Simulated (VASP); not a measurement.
Ta2SiOF2: relaxation of cell and atoms with PBE

The system is Ta2SiOF2.

```
CELL_PARAMETERS angstrom
2.44067 -4.06324 0.00000
2.44067 4.06324 0.00000
0.00000 0.00000 3.93175
ATOMIC_POSITIONS crystal
Ta 0.50000 0.00000 0.50000
Ta 0.00000 0.50000 0.50000
Si 0.50000 0.50000 0.50000
O 0.00000 0.00000 0.00000
F 0.66418 0.33582 0.00000
F 0.33582 0.66418 0.00000
```

The cell was generated, and may not be a known phase.

* Program: VASP 6.6.1
* Task: relaxation of cell and atoms
* Functional: PBE
* Potentials or basis: VASP PAW PBE potentials, release 64 (Ta_pv, Si, O, F)
* Cutoff: 600 eV
* k mesh: 4 × 4 × 4
* Occupations: gaussian, width 0.1 eV
* Spin: no spin polarisation
* Dipole correction: no
* Further INCAR settings: ALGO = Normal; EDIFF = 1e-06; IBRION = 2; EDIFFG = -0.04; NSW = 90; ISIF = 3

```json
{"Relaxed volume": "15.01 Å³/atom", "Relaxed cell": "a = 5.220 Å, b = 5.220 Å, c = 3.773 Å, α = 90.00°, β = 90.00°, γ = 118.82°", "Space group after relaxing (to 0.1 Å)": "Cmmm (No. 65)", "Energy gained by relaxing": "281.0 meV/atom", "Ionic steps": "20", "Pressure after relaxing": "-0.1 GPa", "Largest force after relaxing": "0.015 eV/Å", "Band gap on the k mesh": "zero (bands 23 and 24 overlap by 0.89 eV)"}
```

Forces in eV/Å, atoms in the order of the input:
```
Ta   0.000  0.000  0.000
Ta   0.000  0.000  0.000
Si   0.000  0.000  0.000
O    0.000  0.000  0.000
F    0.000 -0.015  0.000
F    0.000  0.015  0.000
```

Stress tensor (GPa, compression positive):
```
-0.28  0.00  0.00
 0.00  0.22  0.00
 0.00  0.00 -0.24
```

The path:
```tsv
step	energy change (eV)	largest force (eV/Å)	pressure (GPa)	volume (Å³)
1	0.0000	0.7637	22.53	77.98
2	-0.7491	0.8608	-10.77	100.09
3	-1.1442	0.8501	-1.28	90.98
4	-1.2308	0.7795	-0.66	90.21
5	-1.3505	0.7073	1.26	88.05
6	-1.3606	0.6746	2.17	87.06
7	-1.4193	0.5650	1.51	87.51
8	-1.4762	0.1166	-0.08	88.62
9	-1.4777	0.1993	0.13	88.45
10	-1.5257	0.1949	0.29	88.65
11	-1.5872	0.1128	1.09	89.13
12	-1.6285	0.1879	-0.24	90.17
13	-1.6483	0.2669	-1.83	91.56
14	-1.6653	0.2626	-0.17	90.30
15	-1.6658	0.2609	0.17	90.05
16	-1.6755	0.1935	0.29	89.92
17	-1.6846	0.0004	0.62	89.58
18	-1.6848	0.0196	0.58	89.62
19	-1.6851	0.0107	-0.67	90.46
20	-1.6861	0.0149	-0.10	90.07
```

Final structure:
```xyz
6
Lattice="2.6563 -4.4935 0.0000 2.6563 4.4935 0.0000 0.0000 0.0000 3.7730" Properties=species:S:1:pos:R:3 pbc="T T T"
Ta    1.3281   -2.2468    1.8865
Ta    1.3281    2.2468    1.8865
Si    2.6563    0.0000    1.8865
O     0.0000    0.0000    0.0000
F     2.6563   -2.0302    0.0000
F     2.6563    2.0302    0.0000
```

Levels at points of the mesh, in eV from the Fermi level:
```csv
k point,band 19,band 20,band 21,band 22,band 23,band 24,band 25,band 26,band 27
"(0.00, 0.00, 0.00)",-1.85,-1.54,-1.51,-0.33,-0.25,0.16,0.40,0.70,1.15
"(0.50, 0.00, 0.00)",-1.80,-1.79,-1.61,-0.34,-0.26,-0.25,0.66,0.88,1.38
"(0.50, 0.50, 0.00)",-2.81,-2.41,-2.38,-0.63,0.05,0.24,1.01,1.05,2.13
"(0.00, 0.00, 0.50)",-2.46,-1.67,-0.70,-0.58,-0.15,0.17,0.23,0.31,1.01
"(0.50, 0.00, 0.50)",-2.67,-1.70,-0.23,-0.10,0.06,0.07,0.13,0.68,1.02
"(0.50, 0.50, 0.50)",-2.67,-2.06,-1.83,-1.68,-1.67,-0.66,-0.11,0.27,1.58
```

It took 6 min on 1 thread of Intel(R) Xeon(R) 6975P-C (Granite Rapids), with other jobs on the host, peak memory 0.27 GiB.

Caveat: the k points lie up to 0.42 Å⁻¹ apart in the final cell, too coarse for converged energies and pressures of a metal; the volume moved by over 15 % at a fixed basis, so the end points are rough; spin-orbit coupling is left out, which moves the levels of the heavy elements.
